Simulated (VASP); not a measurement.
# Au (P-3m1) in VASP: single point with PBEsol

Aim: the single point of Au with PBEsol.

All numbers are computed with VASP 6.6.1; they aren't measurements. Logs are shortened: lines on timing, memory, paths and dates and some standing lists are left out, and cuts for length are marked.

### 1 The cell of the first run

It takes space group P-3m1 (No. 164, trigonal). The conventional cell has a = 2.893 Å, b = 2.893 Å, c = 14.672 Å, α = 90.00°, β = 90.00°, γ = 120.00°. Within 3.8 Å of Au (site symmetry 3m) lie 12 Au at 2.89 to 3.31 Å. Within 3.8 Å of Au (site symmetry 3m) lie 12 Au at 2.89 Å. Au (site symmetry 3m) has 12 Au at 2.89 Å within 3.8 Å.

### 2 Single point, PBEsol (the distance across one plane changed)

The input, INCAR:

```
  PREC = Accurate
  ENCUT = 520
  EDIFF = 1E-7
  ISMEAR = 0
  SIGMA = 0.15
  LREAL = F
  LASPH = T
  NELM = 60
  ALGO = Fast
  ISIF = 2
  LWAVE = F
  LCHARG = F
  GGA = PS
  NBANDS = 42
```

The input, KPOINTS:

```
Automatic mesh
0
Gamma
  18 18 4
```

The input, POSCAR:

```
Au
1.0
    2.0455000000     -2.0455000000      0.0000000000
    2.0455000000      0.0000000000     -2.0455000000
    8.4706751346      8.4706751346      8.4706751346
Au
6
Direct
    0.6666666667      0.6666666667      0.0804772885
    0.0000000000      0.0000000000      0.8854111604
    0.3333333333      0.3333333333      0.2414640629
    0.6666666667      0.6666666667      0.5634376116
    0.0000000000      0.0000000000      0.4024508373
    0.3333333333      0.3333333333      0.7244243860
```

Potentials or basis: VASP PAW PBE potentials, release 64 (Au).

Run with:

```console
> cat potpaw_PBE.64/Au/POTCAR > POTCAR
> mpirun -np 1 vasp_std > vasp.out
```

OUTCAR:

```text
PREC = Accurate
   ENCUT = 520
   EDIFF = 1E-7
   ISMEAR = 0
   LREAL = F
   LASPH = T
   NELM = 60
   ISIF = 2
   GGA = PS

 ion  position               nearest neighbor table
   1  0.667  0.667  0.080-   3 2.89   3 2.89   3 2.89   2 3.31   2 3.31   2 3.31
   2  0.000  0.000  0.885-   6 2.89   6 2.89   6 2.89   1 3.31   1 3.31   1 3.31
   3  0.333  0.333  0.241-   5 2.89   1 2.89   1 2.89   5 2.89   5 2.89   1 2.89
   4  0.667  0.667  0.563-   5 2.89   5 2.89   5 2.89   6 2.89   6 2.89   6 2.89
   5  0.000  0.000  0.402-   4 2.89   4 2.89   4 2.89   3 2.89   3 2.89   3 2.89
   6  0.333  0.333  0.724-   2 2.89   4 2.89   4 2.89   2 2.89   2 2.89   4 2.89

  LATTYP: Found a hexagonal cell.
 ALAT       =     2.8927738418
 C/A-ratio  =     5.0718239689

  Lattice vectors:

 A1 = (  -2.0455000000,   0.0000000000,   2.0455000000)
 A2 = (   2.0455000000,  -2.0455000000,   0.0000000000)
 A3 = (   8.4706751346,   8.4706751346,   8.4706751346)

Analysis of symmetry for initial positions (statically):
=====================================================================
 Subroutine PRICEL returns:
 Original cell was already a primitive cell.

 Routine SETGRP: Setting up the symmetry group for a
 hexagonal supercell.

 Subroutine GETGRP returns: Found 12 space group operations
 (whereof  6 operations were pure point group operations)
 out of a pool of 24 trial point group operations.

The static configuration has the point symmetry C_3v.
 The point group associated with its full space group is D_3d.

Analysis of symmetry for dynamics (positions and initial velocities):
=====================================================================
 Subroutine PRICEL returns:
 Original cell was already a primitive cell.

 Routine SETGRP: Setting up the symmetry group for a
 hexagonal supercell.

 Subroutine GETGRP returns: Found 12 space group operations
 (whereof  6 operations were pure point group operations)
 out of a pool of 24 trial point group operations.

The dynamic configuration has the point symmetry C_3v.
 The point group associated with its full space group is D_3d.

 Subroutine INISYM returns: Found 12 space group operations
 (whereof  6 operations are pure point group operations),
 and found     1 'primitive' translations

----------------------------------------------------------------------------------------

                                     Primitive cell

  volume of cell :     106.3257

  direct lattice vectors                    reciprocal lattice vectors
     2.045500000 -2.045500000  0.000000000     0.162959342 -0.325918683  0.162959342
     2.045500000  0.000000000 -2.045500000     0.162959342  0.162959342 -0.325918683
     8.470675135  8.470675135  8.470675135     0.039351448  0.039351448  0.039351448

  length of vectors
     2.892773842  2.892773842 14.671639708     0.399167236  0.399167236  0.068158708

  position of ions in fractional coordinates (direct lattice)
     0.666666667  0.666666667  0.080477288
     0.000000000  0.000000000  0.885411160
     0.333333333  0.333333333  0.241464063
     0.666666667  0.666666667  0.563437612
     0.000000000  0.000000000  0.402450837
     0.333333333  0.333333333  0.724424386

  ion indices of the primitive-cell ions
   primitive index   ion index
                 1           1
                 2           2
                 3           3
                 4           4
                 5           5
                 6           6

----------------------------------------------------------------------------------------

 KPOINTS: Automatic mesh

Automatic generation of k-mesh.
 Grid dimensions read from file:
 generate k-points for:   18   18    4

 Generating k-lattice:

  Cartesian coordinates                     Fractional coordinates (reciprocal lattice)
     0.009053297 -0.018106594  0.009053297     0.055555556  0.000000000  0.000000000
     0.009053297  0.009053297 -0.018106594     0.000000000  0.055555556  0.000000000
     0.009837862  0.009837862  0.009837862     0.000000000  0.000000000  0.250000000

  Length of vectors
     0.022175958  0.022175958  0.017039677

  Shift w.r.t. Gamma in fractional coordinates (k-lattice)
     0.000000000  0.000000000  0.000000000

 Subroutine IBZKPT returns following result:
 ===========================================

 Found    138 irreducible k-points:

 Following reciprocal coordinates:
            Coordinates               Weight
  0.000000  0.000000  0.000000      1.000000
  0.055556  0.000000  0.000000      6.000000
  0.111111  0.000000  0.000000      6.000000
  0.166667  0.000000  0.000000      6.000000
  0.222222  0.000000  0.000000      6.000000
  0.277778  0.000000  0.000000      6.000000
[... 16 lines left out ...]
  0.444444  0.111111  0.000000     12.000000
  0.500000  0.111111  0.000000     12.000000
 [... further k-points ...]
   k-points           NKPTS =    138   k-points in BZ     NKDIM =    138   number of bands    NBANDS=     42
   number of dos      NEDOS =    301   number of ions     NIONS =      6
   total plane-waves  NPLWV =  64512
   dimension x,y,z NGX =    24 NGY =   24 NGZ =  112
   dimension x,y,z NGXF=    48 NGYF=   48 NGZF=  224
   ions per type =               6
   NGX,Y,Z   is equivalent  to a cutoff of  13.79, 13.79, 12.69 a.u.
   NGXF,Y,Z  is equivalent  to a cutoff of  27.59, 27.59, 25.38 a.u.
 SYSTEM =  unknown system
   PREC   = accura    normal or accurate (medium, high low for compatibility)
   ISTART =      0    job   : 0-new  1-cont  2-samecut
   ICHARG =      2    charge: 1-file 2-atom 10-const
   ISPIN  =      1    spin polarized calculation?
   LNONCOLLINEAR =      F non collinear calculations
   LSORBIT =      F    spin-orbit coupling
   LASPH  =      T    aspherical Exc in radial PAW
   ENCUT  =  520.0 eV  38.22 Ry    6.18 a.u.   5.38  5.38 27.28*2*pi/ulx,y,z
   NELM   =     60;   NELMIN=  2; NELMDL= -5     # of ELM steps
   EDIFF  = 0.1E-06   stopping-criterion for ELM
   LREAL  =      F    real-space projection
   EDIFFG = 0.1E-05   stopping-criterion for IOM
   NSW    =      0    number of steps for IOM
   IBRION =     -1    ionic relax: 0-MD 1-quasi-New 2-CG
   NFREE  =      0    steps in history (QN), initial steepest desc. (CG)
   ISIF   =      2    stress and relaxation
   ISYM   =      2    0-nonsym 1-usesym 2-fastsym
   POTIM  = 0.5000    time-step for ionic-motion
   TEBEG  =    0.0;   TEEND  =   0.0 temperature during run
   PSTRESS=    0.0 pullay stress
   NELECT =      66.0000    total number of electrons
   NUPDOWN=      -1.0000    fix difference up-down
   EMIN   =  10.00;   EMAX   =-10.00  energy-range for DOS
   EFERMI =   0.00;   METHOD = LEGACY
   ISMEAR =     0;   SIGMA  =   0.15  broadening in eV -4-tet -1-fermi 0-gaus
   EFERMI_NEDOS =   21; number of points for ismear=-14 and -15
   IALGO  =     68    algorithm
   IMIX   =      4    mixing-type and parameters
     AMIX     =   0.40;   BMIX     =  1.00
     AMIX_MAG =   1.60;   BMIX_MAG =  1.00
  volume/ion in A,a.u.               =      17.72       119.59
  Fermi-wavevector in a.u.,A,eV,Ry     =   1.396508  2.639017 26.534548  1.950234
  Thomas-Fermi vector in A             =   2.519855
   LORBIT       =      0    0 simple, 1 ext, 2 COOP (PROOUT), +10 PAW based schemes
   GGA     = PS    functional components
   LHFCALC =     F    Hartree Fock is set to
   AEXX    =    0.0000 exact exchange contribution
   IVDW    =     0    specifies the selected vdW correction
   LEPSILON=     F    determine dielectric tensor
   LRPA    =     F    only Hartree local field effects (RPA)
 non-spin polarized calculation
 RMM-DIIS sequential band-by-band and
 Gauss-broadening in eV      SIGMA  =   0.15
  energy-cutoff  :      520.00
  volume of cell :      106.33
 maximum number of plane-waves:      2917
 NGX is ok and might be reduce to    24
   NGX = 11   NGY = 11   NGZ = 55

 number of electron      66.0000009 magnetization

 Free energy of the ion-electron system (eV)
  ---------------------------------------------------
  ext. energy  EPLUGINS =         0.00000000
  ---------------------------------------------------
  free energy    TOTEN  =       -23.27350786 eV

  energy without entropy =      -23.25060699  energy(sigma->0) =      -23.26205743

 E-fermi :   8.6431     XC(G=0): -12.6361

 val. band max:        8.6330427702   @ k =   0.2778   0.5000   0.2500
 cond. band min:       8.6460065977   @ k =   0.2778   0.1111   0.2500
 fundamental gap:      0.0129638275
 Fermi energy:         8.6430690651

 k-point     1 :       0.0000    0.0000    0.0000
  band No.  band energies     occupation
      1      -1.0309      2.00000
      2      -0.3010      2.00000
      3       0.1615      2.00000
      4       1.2478      2.00000
      5       1.3443      2.00000
      6       1.5200      2.00000
[... 34 lines left out ...]
     41      22.3589      0.00000
     42      23.2016      0.00000

 k-point     2 :       0.0556    0.0000    0.0000
  band No.  band energies     occupation
      1      -0.9357      2.00000
      2      -0.2090      2.00000
      3       0.2536      2.00000
      4       1.3363      2.00000
      5       1.4334      2.00000
      6       1.6035      2.00000
[... 34 lines left out ...]
     41      22.4168      0.00000
     42      22.8865      0.00000

 k-point     3 :       0.1111    0.0000    0.0000
  band No.  band energies     occupation
      1      -0.6563      2.00000
      2       0.0575      2.00000
      3       0.5197      2.00000
      4       1.5859      2.00000
      5       1.6887      2.00000
      6       1.8414      2.00000
[... 34 lines left out ...]
     41      22.5280      0.00000
     42      22.8476      0.00000

 k-point     4 :       0.1667    0.0000    0.0000
  band No.  band energies     occupation
      1      -0.2138      2.00000
      2       0.4665      2.00000
      3       0.9222      2.00000
      4       1.9263      2.00000
      5       2.0716      2.00000
      6       2.1848      2.00000
[... 844 lines left out ...]
     41      16.6027      0.00000
     42      18.1836      0.00000

 k-point    23 :       0.4444    0.1111    0.0000
  band No.  band energies     occupation
      1       1.7423      2.00000
      2       2.0713      2.00000
      3       2.1235      2.00000
      4       2.3338      2.00000
      5       2.3936      2.00000
      6       2.6156      2.00000
[... 34 lines left out ...]
     41      15.7679      0.00000
     42      16.3554      0.00000

 k-point    24 :       0.5000    0.1111    0.0000
  band No.  band energies     occupation
      1       1.7537      2.00000
      2       1.9725      2.00000
      3       2.2103      2.00000
      4       2.2617      2.00000
      5       2.3270      2.00000
      6       2.5817      2.00000
[... 34 lines left out ...]
     41      14.6095      0.00000
     42      16.4328      0.00000

 [... further k-points ...]
[... 5 lines left out ...]
  --------------------------------------------------------------------------------------
  -------------------------------------------------------------------------------------
  Total       -2.7846390     -2.7846390     -2.7846390     -0.0895060     -0.0895060     -0.0895060
  in kB      -41.9605560    -41.9605560    -41.9605560     -1.3487279     -1.3487279     -1.3487279
  external PRESSURE =     -41.9605560 kB  Pullay stress =       0.0000000 kB

 VOLUME and BASIS-vectors are now :
 -----------------------------------------------------------------------------
  energy-cutoff  :      520.00
  volume of cell :      106.33
      direct lattice vectors                 reciprocal lattice vectors
     2.045500000 -2.045500000  0.000000000     0.162959342 -0.325918683  0.162959342
     2.045500000  0.000000000 -2.045500000     0.162959342  0.162959342 -0.325918683
     8.470675135  8.470675135  8.470675135     0.039351448  0.039351448  0.039351448

 POSITION                                       TOTAL-FORCE (eV/Angst)
 -----------------------------------------------------------------------------------
      3.40903     -0.68197     -0.68197        -0.378355     -0.378355     -0.378355
      7.50003      7.50003      7.50003         0.378355      0.378355      0.378355
      3.40903      1.36353      1.36353         0.022974      0.022974      0.022974
      7.50003      3.40903      3.40903         0.002710      0.002710      0.002710
      3.40903      3.40903      3.40903        -0.002710     -0.002710     -0.002710
      7.50003      5.45453      5.45453        -0.022974     -0.022974     -0.022974
 -----------------------------------------------------------------------------------
    total drift:                               -0.000034     -0.000034     -0.000034

  FREE ENERGIE OF THE ION-ELECTRON SYSTEM (eV)
  ---------------------------------------------------
  free  energy   TOTEN  =       -23.2735078587 eV

  energy  without entropy=      -23.2506069918  energy(sigma->0) =      -23.26205743
```

Run time: 16 min. Hardware: 1 thread of Oxide Virtual Turin-like, shared host; peak memory 0.51 GiB.

Results:

```yaml
Free_energy: -23.2735 eV
Pressure: -4.2 GPa
Largest_force: 0.655 eV/Å
Band_gap_on_the_k_mesh: zero (bands 33 and 34 overlap by 4.93 eV)
```

Forces on the atoms (eV/Å):
```
Au  -0.378 -0.378 -0.378
Au   0.378  0.378  0.378
Au   0.023  0.023  0.023
Au   0.003  0.003  0.003
Au  -0.003 -0.003 -0.003
Au  -0.023 -0.023 -0.023
```

Stress tensor (GPa, compression positive):
```
-4.20 -0.13 -0.13
-0.13 -4.20 -0.13
-0.13 -0.13 -4.20
```

Levels at points of the mesh, in eV from the Fermi level:
```
           k point  band 32  band 33  band 34  band 35  band 36  band 37
(0.00, 0.00, 0.00)    -2.29    -2.29    -1.94    -1.94    -1.01     2.20
(0.50, 0.00, 0.00)     0.64     0.78     1.07     1.20     1.23     3.04
(0.00, 0.00, 0.50)    -2.19    -2.12    -2.12    -2.02    -2.02     3.34
(0.50, 0.00, 0.50)     0.09     1.05     1.08     1.18     1.20     3.19
```

Caveat: the cell differs from its parent crystal (the distance across one plane changed); the cell stands under tension; the PAW data sets were made with another functional, which shifts forces and pressure a little; spin-orbit coupling is left out, which moves the levels of the heavy elements.
